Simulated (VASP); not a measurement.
# Os (P6_3/mmc) in VASP: a series of runs, part 2 of 2

VASP 6.6.1. The steps go on from the part before.

## (4) Single point, BHLYP

This run uses another cell than the first one, of 14.54 Å³/atom.

POSCAR reads:

```
Os
1.0
    2.7700791260      0.0000000000      0.0000000000
   -1.3850395630      2.3989588936      0.0000000000
    0.0000000000      0.0000000000      4.3765446767
Os
2
Direct
    0.6666666667      0.3333333333      0.7500000000
    0.3333333333      0.6666666667      0.2500000000
```

INCAR.step1 reads:

```
ALGO = Normal ; EDIFF = 1E-5
ENCUT = 520 ; GGA = PE
ISIF = 2 ; ISMEAR = -1
LASPH = True ; LREAL = False
LWAVE = True ; NBANDS = 15
NELM = 100 ; PREC = Accurate
SIGMA = 0.05
```

INCAR.step2 reads:

```
AEXX = 0.5 ; AGGAC = 1.0
AGGAX = 0.5 ; ALDAC = 0.0
ALDAX = 0.5 ; ALGO = Normal
EDIFF = 1E-6 ; ENCUT = 520
GGA = B5 ; ISIF = 2
ISMEAR = -1 ; ISTART = 1
LASPH = True ; LCHARG = True
LELF = True ; LHFCALC = True
LREAL = False ; LVHAR = True
LWAVE = False ; NBANDS = 15
NELM = 100 ; PREC = Accurate
PRECFOCK = Normal ; SIGMA = 0.05
```

KPOINTS reads:

```
k-points
0
Gamma
  6 6 3
```

Command:

```sh
cat potpaw_PBE.64/Os/POTCAR > POTCAR
cp INCAR.step1 INCAR
mpirun -np 1 vasp_std > vasp.out
cp INCAR.step2 INCAR
mpirun -np 1 vasp_std > vasp.out
```

Wall time 9.6 min (1 thread of Intel Xeon Platinum 8488C (Sapphire Rapids), shared host); peak memory 0.17 GiB.

The run converged. Its results:

| Property | Result |
| --- | --- |
| Free energy | -30.2927 eV |
| Pressure | -14.4 GPa |
| Band gap on the k mesh | zero (bands 8 and 9 overlap by 6.57 eV) |

Stress tensor (GPa, compression positive):
```
-11.47   0.00   0.00
  0.00 -11.47   0.00
  0.00   0.00 -20.30
```

Levels at points of the mesh, in eV from the Fermi level:
```csv
k point,band 5,band 6,band 7,band 8,band 9,band 10,band 11,band 12
"(0.00, 0.00, 0.00)",-3.94,-3.60,-3.60,-2.96,-2.96,-0.64,3.05,3.05
"(0.50, 0.00, 0.00)",-3.96,-3.90,-2.86,3.61,4.09,4.24,6.50,7.98
```

Caveat: the k points lie up to 0.48 Å⁻¹ apart, too coarse for converged energies and pressures of a metal; the PAW data sets were made with another functional, which shifts forces and pressure a little; spin-orbit coupling is left out, which moves the levels of the heavy elements.

## (5) Single point, BHLYP

POSCAR reads:

```
Os
1.0
    2.7877234178      0.0000000000      0.0000000000
   -1.3938617089      2.4142392985      0.0000000000
    0.0000000000      0.0000000000      4.4044215090
Os
2
Direct
    0.6666666667      0.3333333333      0.7500000000
    0.3333333333      0.6666666667      0.2500000000
```

INCAR.step1 reads:

```
SYSTEM = Os
PREC = Accurate
ENCUT = 520
EDIFF = 1E-5
ISMEAR = -1
SIGMA = 0.05
LREAL = .FALSE.
LASPH = .TRUE.
NELM = 80
ALGO = Normal
ISIF = 2
LWAVE = .TRUE.
LCHARG = .FALSE.
GGA = PE
NBANDS = 15
```

INCAR.step2 reads:

```
SYSTEM = Os
PREC = Accurate
ENCUT = 520
EDIFF = 1E-7
ISMEAR = -1
SIGMA = 0.05
LREAL = .FALSE.
LASPH = .TRUE.
NELM = 80
ALGO = Normal
ISIF = 2
LWAVE = .FALSE.
LCHARG = .FALSE.
GGA = B5
LHFCALC = .TRUE.
AEXX = 0.5
ALDAX = 0.5
AGGAX = 0.5
AGGAC = 1.0
ALDAC = 0.0
PRECFOCK = Normal
ISTART = 1
NBANDS = 15
```

KPOINTS reads:

```
Automatic mesh
0
G
  6 6 3
  0 0 0
```

Potentials or basis: VASP PAW PBE potentials, release 64 (Os).

Command:

```sh
cat potpaw_PBE.64/Os/POTCAR > POTCAR
cp INCAR.step1 INCAR
mpirun -np 1 vasp_std > vasp.out
cp INCAR.step2 INCAR
mpirun -np 1 vasp_std > vasp.out
```

OUTCAR:

```text
SYSTEM = Os
   PREC = Accurate
   ENCUT = 520
   EDIFF = 1E-7
   ISMEAR = -1
   LREAL = .FALSE.
   LASPH = .TRUE.
   NELM = 80
   ISIF = 2
   GGA = B5
   LHFCALC = .TRUE.
   AEXX = 0.5
   PRECFOCK = Normal
   ISTART = 1

 ion  position               nearest neighbor table
   1  0.667  0.333  0.750-   2 2.73   2 2.73   2 2.73   2 2.73   2 2.73   2 2.73
   2  0.333  0.667  0.250-   1 2.73   1 2.73   1 2.73   1 2.73   1 2.73   1 2.73

  LATTYP: Found a hexagonal cell.
 ALAT       =     2.7877234178
 C/A-ratio  =     1.5799348963
[... 440 lines left out ...]

  FORCE on cell =-STRESS in cart. coord.  units (eV):
  Direction    XX          YY          ZZ          XY          YZ          ZX
  --------------------------------------------------------------------------------------
  -------------------------------------------------------------------------------------
  Total       -3.2263284     -3.2263284     -5.3764894      0.0000000      0.0000000      0.0000000
  in kB     -174.3814478   -174.3814478   -290.5965803      0.0000000      0.0000000      0.0000000
  external PRESSURE =    -213.1198253 kB  Pullay stress =       0.0000000 kB

 VOLUME and BASIS-vectors are now :
 -----------------------------------------------------------------------------
  energy-cutoff  :      520.00
  volume of cell :       29.64
      direct lattice vectors                 reciprocal lattice vectors
     2.787723418  0.000000000  0.000000000     0.358715644  0.207104573  0.000000000
    -1.393861709  2.414239299  0.000000000     0.000000000  0.414209147  0.000000000
     0.000000000  0.000000000  4.404421509     0.000000000  0.000000000  0.227044573

 POSITION                                       TOTAL-FORCE (eV/Angst)
 -----------------------------------------------------------------------------------
      1.39386      0.80475      3.30332         0.000000      0.000000     -0.000000
     -0.00000      1.60949      1.10111        -0.000000     -0.000000      0.000000
 -----------------------------------------------------------------------------------
    total drift:                               -0.000000      0.000000     -0.000000

  FREE ENERGIE OF THE ION-ELECTRON SYSTEM (eV)
  ---------------------------------------------------
  free  energy   TOTEN  =       -30.2324714790 eV

  energy  without entropy=      -30.2324697370  energy(sigma->0) =      -30.23247061
```

OSZICAR.step1:

```text
N       E                     dE             d eps       ncg     rms          rms(c)
DAV:   1     0.100221529467E+03    0.10022E+03   -0.74389E+03   420   0.102E+03
DAV:   2    -0.186109802477E+02   -0.11883E+03   -0.10209E+03   420   0.319E+02
DAV:   3    -0.237311713284E+02   -0.51202E+01   -0.49161E+01   581   0.577E+01
DAV:   4    -0.237730439559E+02   -0.41873E-01   -0.41854E-01   469   0.558E+00
DAV:   5    -0.237732587178E+02   -0.21476E-03   -0.21476E-03   546   0.382E-01    0.205E+01
DAV:   6    -0.226140974184E+02    0.11592E+01   -0.10740E+00   532   0.885E+00    0.878E+00
DAV:   7    -0.223404713020E+02    0.27363E+00   -0.53245E-01   525   0.610E+00    0.745E-01
DAV:   8    -0.223327892127E+02    0.76821E-02   -0.57149E-03   434   0.540E-01    0.130E-01
DAV:   9    -0.223323763253E+02    0.41289E-03   -0.17643E-03   518   0.435E-01    0.754E-02
DAV:  10    -0.223323489166E+02    0.27409E-04   -0.23185E-05   467   0.523E-02    0.220E-02
DAV:  11    -0.223323197039E+02    0.29213E-04   -0.68102E-06   280   0.244E-02    0.164E-03
DAV:  12    -0.223323191261E+02    0.57779E-06   -0.26145E-07   210   0.406E-03
   1 F= -.22332319E+02 E0= -.22325488E+02  d E =-.136613E-01
```

Wall time 11 min (1 thread of Intel Xeon Platinum 8488C (Sapphire Rapids), shared host); peak memory 0.17 GiB.

What came out:

```
Free energy            : -30.2325 eV
Pressure               : -21.3 GPa
Band gap on the k mesh : zero (bands 8 and 9 overlap by 6.45 eV)
```

Stress tensor (GPa, compression positive):
```
-17.44   0.00   0.00
  0.00 -17.44   0.00
  0.00   0.00 -29.06
```

Caveat: the k points lie up to 0.48 Å⁻¹ apart, too coarse for converged energies and pressures of a metal; the PAW data sets were made with another functional, which shifts forces and pressure a little; spin-orbit coupling is left out, which moves the levels of the heavy elements.

## (6) Single point, r2SCAN+D3(BJ)

This run uses another cell than the first one, of 14.54 Å³/atom.

POSCAR reads:

```
Os
1.0
    2.7700791260      0.0000000000      0.0000000000
   -1.3850395630      2.3989588936      0.0000000000
    0.0000000000      0.0000000000      4.3765446767
Os
2
Direct
    0.6666666667      0.3333333333      0.7500000000
    0.3333333333      0.6666666667      0.2500000000
```

INCAR.step1 reads:

```
SYSTEM = Os
  PREC = Accurate
  ENCUT = 620
  ISMEAR = -1
  SIGMA = 0.05
  LREAL = .False.
  LASPH = .True.
  NELM = 120
  NBANDS = 23
  GGA = PE
  ALGO = Normal
  EDIFF = 1E-5
  LWAVE = .True.
  LCHARG = .False.
  GGA_COMPAT = .False.
```

INCAR.step2 reads:

```
SYSTEM = Os
  PREC = Accurate
  ENCUT = 620
  EDIFF = 1E-6
  ISMEAR = -1
  SIGMA = 0.05
  LREAL = .False.
  LASPH = .True.
  NELM = 120
  ALGO = Normal
  ISIF = 2
  LWAVE = .False.
  LCHARG = .False.
  METAGGA = R2SCAN
  LMIXTAU = .True.
  IVDW = 12
  VDW_S6 = 1.0
  VDW_S8 = 0.78981345
  VDW_A1 = 0.49484001
  VDW_A2 = 5.73083694
  NBANDS = 23
  ISTART = 1
  GGA_COMPAT = .False.
```

KPOINTS reads:

```
regular mesh
0
Gamma
  11 11 6
  0 0 0
```

Potentials or basis: VASP PAW PBE potentials, release 64 (Os_sv_GW).

Command:

```sh
cat potpaw_PBE.64/Os_sv_GW/POTCAR > POTCAR
cp INCAR.step1 INCAR
mpirun -np 1 vasp_std > vasp.out
cp INCAR.step2 INCAR
mpirun -np 1 vasp_std > vasp.out
```

Wall time 2.8 min (1 thread of Intel Xeon Platinum 8175M at 2.50GHz (Skylake/Cascade Lake), shared host); peak memory 0.21 GiB.

Results (log left out):

- Free energy: -108.7155 eV
- Pressure: -18.5 GPa
- Band gap on the k mesh: zero (bands 16 and 17 overlap by 3.83 eV)
- Dispersion energy per atom: -0.295 eV

Stress tensor (GPa, compression positive):
```
-17.92   0.00   0.00
  0.00 -17.92   0.00
  0.00   0.00 -19.54
```

Levels at points of the mesh, in eV from the Fermi level:
```
           k point  band 13  band 14  band 15  band 16  band 17  band 18  band 19  band 20
(0.00, 0.00, 0.00)    -2.69    -2.12    -2.12    -1.50    -1.50     0.01     1.71     1.71
(0.00, 0.00, 0.50)    -3.13    -3.13    -3.13    -3.13     0.92     0.92     0.92     0.92
```

Caveat: the cell stands under tension; the PAW data sets were made with another functional, which shifts forces and pressure a little; spin-orbit coupling is left out, which moves the levels of the heavy elements.

## (7) Overview

```csv
level,potentials or basis,cell,k mesh,cutoff (eV),grid for exact exchange (PRECFOCK),share of exact exchange,gap on the mesh (eV),pressure (GPa)
r2SCAN+rVV10,"VASP PAW PBE potentials, release 64 (Os_sv_GW)","a = 2.788, b = 2.788, c = 4.404 Å, angles 90.0, 90.0, 120.0°, 2 atoms",11 × 11 × 6,620,-,-,none,-23.8
BHLYP,"VASP PAW PBE potentials, release 64 (Os)","a = 2.752, b = 2.752, c = 4.348 Å, angles 90.0, 90.0, 120.0°, 2 atoms",6 × 6 × 3,520,Normal,0.5,none,-6.6
BHLYP,"VASP PAW PBE potentials, release 64 (Os)","a = 2.770, b = 2.770, c = 4.377 Å, angles 90.0, 90.0, 120.0°, 2 atoms",6 × 6 × 3,520,Normal,0.5,none,-14.4
BHLYP,"VASP PAW PBE potentials, release 64 (Os)","a = 2.788, b = 2.788, c = 4.404 Å, angles 90.0, 90.0, 120.0°, 2 atoms",6 × 6 × 3,520,Normal,0.5,none,-21.3
r2SCAN+D3(BJ),"VASP PAW PBE potentials, release 64 (Os_sv_GW)","a = 2.770, b = 2.770, c = 4.377 Å, angles 90.0, 90.0, 120.0°, 2 atoms",11 × 11 × 6,620,-,-,none,-18.5
```

Alike in all rows: task single point; no spin polarisation; smearing fermi-dirac 0.05 eV.

Caveats: some runs use coarse meshes; the PAW data sets were made with another functional, which shifts forces and pressure a little; spin-orbit coupling is left out, which moves the levels of the heavy elements; the cell stands under tension (at least some runs).

Absolute energies hang on the potentials; compare differences alone.
